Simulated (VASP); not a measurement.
# YSc (P-6m2) in VASP: notebook, part 2 of 2

VASP 6.6.1. Earlier steps stand in the parts before.

## (5) Relaxation of cell and atoms, LDA

INCAR reads:

```
  PREC = Accurate
  ENCUT = 600
  EDIFF = 1E-7
  ISMEAR = 0
  SIGMA = 0.1
  LREAL = False
  LASPH = True
  NELM = 100
  ALGO = Normal
  ISIF = 3
  LWAVE = False
  LCHARG = False
  GGA = CA
  IBRION = 2
  NSW = 100
  EDIFFG = -0.005
```

KPOINTS reads:

```
Automatic mesh
0
Gamma
  15 15 8
```

POSCAR reads:

```
YSc
1.0
    3.3985398395      0.0000000000      0.0000000000
   -1.6992699198      2.9432218368      0.0000000000
    0.0000000000      0.0000000000      5.2318720195
Y Sc
1 1
Direct
    0.0000000000      0.0000000000      0.0000000000
    0.3333333333      0.6666666667      0.5000000000
```

Potentials or basis: VASP PAW LDA potentials, release 64 (Y_sv, Sc_sv).

The run is started by

```bash
$ cat potpaw_LDA.64/Y_sv/POTCAR potpaw_LDA.64/Sc_sv/POTCAR > POTCAR
$ mpirun -np 1 vasp_std > vasp.out
```

OUTCAR:

```text
PREC = Accurate
   ENCUT = 600
   EDIFF = 1E-7
   ISMEAR = 0
   LREAL = False
   LASPH = True
   NELM = 100
   ISIF = 3
   GGA = CA
   IBRION = 2
   NSW = 100
   EDIFFG = -0.005

 ion  position               nearest neighbor table
   1  0.000  0.000  0.000-   2 3.27   2 3.27   2 3.27   2 3.27   2 3.27   2 3.27
   2  0.333  0.667  0.500-   1 3.27   1 3.27   1 3.27   1 3.27   1 3.27   1 3.27

  LATTYP: Found a hexagonal cell.
 ALAT       =     3.3985398395
 C/A-ratio  =     1.5394470174

  Lattice vectors:

 A1 = (   3.3985398395,   0.0000000000,   0.0000000000)
 A2 = (  -1.6992699198,   2.9432218368,   0.0000000000)
 A3 = (   0.0000000000,   0.0000000000,   5.2318720195)

Analysis of symmetry for initial positions (statically):
=====================================================================
 Subroutine PRICEL returns:
 Original cell was already a primitive cell.

 Routine SETGRP: Setting up the symmetry group for a
 hexagonal supercell.

 Subroutine GETGRP returns: Found 12 space group operations
 (whereof 12 operations were pure point group operations)
 out of a pool of 24 trial point group operations.

The static configuration has the point symmetry D_3h.

Analysis of symmetry for dynamics (positions and initial velocities):
=====================================================================
 Subroutine PRICEL returns:
 Original cell was already a primitive cell.

 Routine SETGRP: Setting up the symmetry group for a
 hexagonal supercell.

 Subroutine GETGRP returns: Found 12 space group operations
 (whereof 12 operations were pure point group operations)
 out of a pool of 24 trial point group operations.

The dynamic configuration has the point symmetry D_3h.

 Subroutine INISYM returns: Found 12 space group operations
 (whereof 12 operations are pure point group operations),
 and found     1 'primitive' translations

----------------------------------------------------------------------------------------

                                     Primitive cell

  volume of cell :      52.3326

  direct lattice vectors                    reciprocal lattice vectors
     3.398539840  0.000000000  0.000000000     0.294244013  0.169881860  0.000000000
    -1.699269920  2.943221837  0.000000000     0.000000000  0.339763720  0.000000000
     0.000000000  0.000000000  5.231872019     0.000000000  0.000000000  0.191136174

  length of vectors
     3.398539840  3.398539840  5.231872019     0.339763720  0.339763720  0.191136174

  position of ions in fractional coordinates (direct lattice)
     0.000000000  0.000000000  0.000000000
     0.333333333  0.666666667  0.500000000

  ion indices of the primitive-cell ions
   primitive index   ion index
                 1           1
                 2           2

[... 106 lines left out ...]
  volume of cell :       52.33
 maximum number of plane-waves:      1776
 NGX is ok and might be reduce to    28
   NGX = 13   NGY = 13   NGZ = 21

--------------------------------------- Ionic step        1  -------------------------------------------

 number of electron      22.0000002 magnetization

 Free energy of the ion-electron system (eV)
  ---------------------------------------------------
  ext. energy  EPLUGINS =         0.00000000
  ---------------------------------------------------
  free energy    TOTEN  =       -13.58788742 eV

  energy without entropy =      -13.57135337  energy(sigma->0) =      -13.57962040

------------------------ aborting loop because EDIFF is reached ----------------------------------------

  FORCE on cell =-STRESS in cart. coord.  units (eV):
  Direction    XX          YY          ZZ          XY          YZ          ZX
  --------------------------------------------------------------------------------------
  -------------------------------------------------------------------------------------
  Total       -0.0201018     -0.0201018     -0.0080440      0.0000000      0.0000000      0.0000000
  in kB       -0.6154212     -0.6154212     -0.2462693      0.0000000      0.0000000      0.0000000
  external PRESSURE =      -0.4923705 kB  Pullay stress =       0.0000000 kB

 VOLUME and BASIS-vectors are now :
 -----------------------------------------------------------------------------
  energy-cutoff  :      600.00
  volume of cell :       52.33
      direct lattice vectors                 reciprocal lattice vectors
     3.398539840  0.000000000  0.000000000     0.294244013  0.169881860  0.000000000
    -1.699269920  2.943221837  0.000000000     0.000000000  0.339763720  0.000000000
     0.000000000  0.000000000  5.231872019     0.000000000  0.000000000  0.191136174

 POSITION                                       TOTAL-FORCE (eV/Angst)
 -----------------------------------------------------------------------------------
      0.00000      0.00000      0.00000         0.000000      0.000000      0.000000
     -0.00000      1.96215      2.61594        -0.000000      0.000000      0.000000
 -----------------------------------------------------------------------------------
    total drift:                                0.000000     -0.000000     -0.000000

  FREE ENERGIE OF THE ION-ELECTRON SYSTEM (eV)
  ---------------------------------------------------
  free  energy   TOTEN  =       -13.5878874168 eV

  energy  without entropy=      -13.5713533748  energy(sigma->0) =      -13.57962040

--------------------------------------- Ionic step        2  -------------------------------------------

 number of electron      22.0000002 magnetization

 Free energy of the ion-electron system (eV)
  ---------------------------------------------------
  ext. energy  EPLUGINS =         0.00000000
  ---------------------------------------------------
  free energy    TOTEN  =       -13.58789627 eV

  energy without entropy =      -13.57136228  energy(sigma->0) =      -13.57962928

 E-fermi :   3.6100     XC(G=0): -10.2431

 val. band max:        3.5964686480   @ k =   0.2667   0.2000   0.2500
 cond. band min:       3.6111523613   @ k =   0.3333   0.0667   0.0000
 fundamental gap:      0.0146837132
 Fermi energy:         3.6099715391

 k-point     1 :       0.0000    0.0000    0.0000
  band No.  band energies     occupation
      1     -45.2326      2.00000
      2     -38.3399      2.00000
      3     -24.2648      2.00000
      4     -24.0888      2.00000
      5     -24.0888      2.00000
      6     -18.5152      2.00000
      7     -18.1235      2.00000
      8     -18.1235      2.00000
      9      -1.3887      2.00000
     10       1.7033      2.00000
     11       4.8748      0.00000
     12       5.1450      0.00000
     13       5.1450      0.00000
     14       5.6022      0.00000
[... 401 lines left out ...]
      2     -38.2454      2.00000
      3     -24.2775      2.00000
      4     -24.2173      2.00000
      5     -24.1869      2.00000
      6     -18.7774      2.00000
      7     -18.4602      2.00000
      8     -18.4153      2.00000
      9       2.3797      2.00000
     10       2.7663      2.00000
     11       2.8253      2.00000
     12       3.2589      2.00000
     13       4.6289      0.00000
     14       4.8978      0.00000
     15       5.8508      0.00000

 [... further k-points ...]
[... 5 lines left out ...]
  --------------------------------------------------------------------------------------
  -------------------------------------------------------------------------------------
  Total        0.0013091      0.0013091      0.0071517     -0.0000000      0.0000000      0.0000000
  in kB        0.0401241      0.0401241      0.2192057     -0.0000000      0.0000000      0.0000000
  external PRESSURE =       0.0998180 kB  Pullay stress =       0.0000000 kB

 VOLUME and BASIS-vectors are now :
 -----------------------------------------------------------------------------
  energy-cutoff  :      600.00
  volume of cell :       52.27
      direct lattice vectors                 reciprocal lattice vectors
     3.396891951  0.000000000  0.000000000     0.294386755  0.169964273 -0.000000000
    -1.698445975  2.941794723  0.000000000    -0.000000000  0.339928545  0.000000000
     0.000000000  0.000000000  5.230856869     0.000000000  0.000000000  0.191173268

 POSITION                                       TOTAL-FORCE (eV/Angst)
 -----------------------------------------------------------------------------------
      0.00000      0.00000      0.00000         0.000000     -0.000000      0.000000
     -0.00000      1.96120      2.61543        -0.000000      0.000000      0.000000
 -----------------------------------------------------------------------------------
    total drift:                                0.000000     -0.000000     -0.000000

  FREE ENERGIE OF THE ION-ELECTRON SYSTEM (eV)
  ---------------------------------------------------
  free  energy   TOTEN  =       -13.5878962737 eV

  energy  without entropy=      -13.5713622825  energy(sigma->0) =      -13.57962928

 reached required accuracy - stopping structural energy minimisation
```

OSZICAR:

```text
N       E                     dE             d eps       ncg     rms          rms(c)
DAV:   1     0.251319496058E+03    0.25132E+03   -0.12263E+04  4074   0.171E+03
DAV:   2     0.263486969855E+01   -0.24868E+03   -0.24607E+03  4406   0.473E+02
DAV:   3    -0.139211794270E+02   -0.16556E+02   -0.16224E+02  6515   0.120E+02
[... 17 lines left out ...]
DAV:   4    -0.135878903208E+02    0.17196E-04   -0.10530E-04  6953   0.880E-02    0.270E-02
DAV:   5    -0.135878933927E+02   -0.30719E-05   -0.10037E-05  5183   0.177E-02    0.153E-02
DAV:   6    -0.135878956895E+02   -0.22968E-05   -0.84084E-06  7465   0.171E-02    0.552E-03
DAV:   7    -0.135878962480E+02   -0.55858E-06   -0.82247E-07  4666   0.748E-03    0.113E-03
DAV:   8    -0.135878962737E+02   -0.25617E-07   -0.32628E-07  4041   0.290E-03
   2 F= -.13587896E+02 E0= -.13579629E+02  d E =-.885681E-05
```

CONTCAR:

```text
YSc
   1.00000000000000
     3.3968919507590041    0.0000000000000280    0.0000000000000000
    -1.6984459754294534    2.9417947232876442    0.0000000000000000
     0.0000000000000000    0.0000000000000000    5.2308568689625163
  Y               Sc
     1     1
Direct
     0.0000000000000000    0.0000000000000000    0.0000000000000000
     0.3333333332999970    0.6666666667000030    0.5000000000000000

  0.00000000E+00  0.00000000E+00  0.00000000E+00
  0.00000000E+00  0.00000000E+00  0.00000000E+00
```

Run time: 85 s. Hardware: 1 thread of Intel Xeon 6975P-C (Granite Rapids), shared host; peak memory 0.29 GiB.

Results:

```yaml
Free_energy: -13.5879 eV
Relaxed_volume: 26.14 Å³/atom
Relaxed_cell: a = 3.397 Å, b = 3.397 Å, c = 5.231 Å, α = 90.00°, β = 90.00°, γ = 120.00°
Space_group_after_relaxing_to_0.05_Å: P-6m2 (No. 187)
Energy_gained_by_relaxing: 0.0 meV/atom
Ionic_steps: 2
Pressure_after_relaxing: 0.0 GPa
Band_gap_on_the_k_mesh: zero (band 11 reaches 4.87 eV, above the bottom of band 12 at 3.10 eV)
```

Final structure:
```
CELL_PARAMETERS angstrom
3.39689 0.00000 0.00000
-1.69845 2.94179 0.00000
0.00000 0.00000 5.23086
ATOMIC_POSITIONS crystal
Y 0.00000 0.00000 0.00000
Sc 0.33333 0.66667 0.50000
```

Levels at points of the mesh, in eV from the Fermi level:
| k point | band 9 | band 10 | band 11 | band 12 | band 13 | band 14 |
| --- | --- | --- | --- | --- | --- | --- |
| (0.00, 0.00, 0.00) | -5.00 | -1.91 | 1.26 | 1.54 | 1.54 | 1.99 |
| (0.00, 0.00, 0.50) | -3.44 | -3.26 | 0.95 | 1.07 | 1.40 | 1.40 |

## (6) Single point, LDA

This run uses another cell than the first one, of 29.00 Å³/atom, 1.108 times its volume.

INCAR reads:

```
ALGO = Normal
EDIFF = 1E-6
ENCUT = 520
ISIF = 2
ISMEAR = 0
LASPH = True
LCHARG = False
LREAL = False
LWAVE = False
NBANDS = 18
NELM = 100
PREC = Accurate
SIGMA = 0.1
```

KPOINTS reads:

```
k-points
0
Gamma
  6 6 4
```

POSCAR reads:

```
YSc
1.0
    3.5201658294      0.0000000000      0.0000000000
   -1.7600829147      3.0485530338      0.0000000000
    0.0000000000      0.0000000000      5.4041162200
Y Sc
1 1
Direct
    0.0000000000      0.0000000000      0.0000000000
    0.3333333300      0.6666666700      0.5000000000
```

Potentials or basis: VASP PAW LDA potentials, release 64 (Y_sv, Sc_sv).

The run is started by

```bash
$ cat potpaw_LDA.64/Y_sv/POTCAR potpaw_LDA.64/Sc_sv/POTCAR > POTCAR
$ mpirun -np 1 vasp_std > vasp.out
```

It took 11 s on 1 thread of Intel Xeon 6975P-C (Granite Rapids), shared host; peak memory 0.18 GiB.

It converged, with:

| Property | Result |
| --- | --- |
| Free energy | -13.5135 eV |
| Pressure | -4.4 GPa |
| Band gap on the k mesh | zero (band 11 reaches 4.01 eV, above the bottom of band 12 at 2.54 eV) |

Stress tensor (GPa, compression positive):
```
-4.39  0.00  0.00
 0.00 -4.39  0.00
 0.00  0.00 -4.51
```

Levels at points of the mesh, in eV from the Fermi level:
```tsv
k point	band 7	band 8	band 9	band 10	band 11	band 12	band 13	band 14	band 15	band 16
(0.00, 0.00, 0.00)	-22.11	-22.11	-4.87	-1.78	0.93	1.37	1.37	1.82	2.03	2.03
(0.50, 0.00, 0.00)	-22.32	-22.23	-1.79	-1.09	-0.80	-0.29	1.13	1.27	1.86	3.09
(0.00, 0.00, 0.50)	-22.11	-22.11	-3.44	-3.26	0.84	1.01	1.25	1.25	1.41	1.41
(0.50, 0.00, 0.50)	-22.32	-22.23	-1.72	-1.57	0.03	0.08	1.00	1.63	1.88	2.80
```

## (7) The runs side by side

| task | cell | k mesh | cutoff (eV) | gap on the mesh (eV) | pressure (GPa) | relaxed volume (Å³/atom) |
| --- | --- | --- | --- | --- | --- | --- |
| single point | a = 3.399, b = 3.399, c = 5.232 Å, angles 90.0, 90.0, 120.0°, 2 atoms | 15 × 15 × 8 | 520 | none | -0.1 | - |
| relaxation of cell and atoms | relaxed from a = 3.520, b = 3.520, c = 5.404 Å, angles 90.0, 90.0, 120.0°, 2 atoms | 15 × 15 × 8 | 600 | none | 0.0 | 26.15 |
| relaxation of cell and atoms | relaxed from a = 3.399, b = 3.399, c = 5.232 Å, angles 90.0, 90.0, 120.0°, 2 atoms | 15 × 15 × 8 | 600 | none | 0.0 | 26.14 |
| single point | a = 3.520, b = 3.520, c = 5.404 Å, angles 90.0, 90.0, 120.0°, 2 atoms | 6 × 6 × 4 | 520 | none | -4.4 | - |

Alike in all rows: level LDA; potentials or basis VASP PAW LDA potentials, release 64 (Y_sv, Sc_sv); no spin polarisation; smearing gaussian 0.1 eV.

Total energies depend on the potentials used, so only differences within one code and one set of settings carry meaning.
